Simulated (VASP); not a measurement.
A run of VASP 6.6.1 is set up as follows.

INCAR

```
  PREC = Accurate
  ENCUT = 520
  EDIFF = 1E-6
  ISMEAR = 0
  SIGMA = 0.05
  LREAL = F
  LASPH = T
  NELM = 100
  ALGO = Fast
  ISIF = 2
  LWAVE = F
  LCHARG = T
  GGA = PE
  LELF = T
  LVHAR = T
  NBANDS = 22
```

KPOINTS

```
Automatic mesh
0
Gamma
  10 10 14
```

POSCAR

```
Hf
1.0
    4.8534827331      0.0000000000      0.0000000000
   -2.4267413665      4.2032393437      0.0000000000
    0.0000000000      0.0000000000      3.0177954400
Hf
3
Direct
    0.6666666667      0.3333333333      0.5000000000
    0.3333333333      0.6666666667      0.5000000000
    0.0000000000      0.0000000000      0.0000000000
```

Potentials or basis: VASP PAW PBE potentials, release 64 (Hf_pv).

The run is started by

```bash
$ cat potpaw_PBE.64/Hf_pv/POTCAR > POTCAR
$ mpirun -np 1 vasp_std > vasp.out
```

Problem. What does it give for the band gap on the k mesh?

Solution. Zero (band 15 reaches 5.73 eV, above the bottom of band 16 at 4.75 eV).

Problem. Estimate the pressure.

Solution. 10.0 GPa.

Stress tensor (GPa, compression positive):
```
 9.92  0.00  0.00
 0.00  9.92  0.00
 0.00  0.00 10.17
```

Caveat: spin-orbit coupling is left out, which moves the levels of the heavy elements.
